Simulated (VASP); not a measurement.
Here is a VASP 6.6.1 calculation.

INCAR

```
ALGO = Normal
EDIFF = 1E-7
ENCUT = 520
GGA = PS
ISIF = 2
ISMEAR = 0
LASPH = True
LCHARG = True
LELF = True
LREAL = False
LVHAR = True
LWAVE = False
NBANDS = 16
NELM = 60
PREC = Accurate
SIGMA = 0.1
```

KPOINTS

```
k-points
0
Gamma
  18 18 16
```

The input POSCAR:

```
TiO
1.0
    2.8185171694      0.0000000000      0.0000000000
   -1.4092585847      2.4409074697      0.0000000000
    0.0000000000      0.0000000000      2.8177052384
Ti O
1 1
Direct
    0.6666666667      0.3333333333      0.0000000000
    0.0000000000      0.0000000000      0.5000000000
```

Potentials or basis: VASP PAW PBE potentials, release 64 (Ti_sv, O).

Launch:

```sh
$ cat potpaw_PBE.64/Ti_sv/POTCAR potpaw_PBE.64/O/POTCAR > POTCAR
$ mpirun -np 1 vasp_std > vasp.out
```

Question: Predict the band gap on the k mesh.

Answer: Zero (band 9 reaches 11.29 eV, above the bottom of band 10 at 11.22 eV).

Question: Predict the pressure.

Answer: -6.5 GPa.

Stress tensor (GPa, compression positive):
```
-6.54  0.00  0.00
 0.00 -6.54  0.00
 0.00  0.00 -6.34
```

Caveat: the PAW data sets were made with another functional, which shifts forces and pressure a little; semilocal functionals often make such compounds metallic where correlation or magnetic order opens a gap, which also shifts bond lengths.
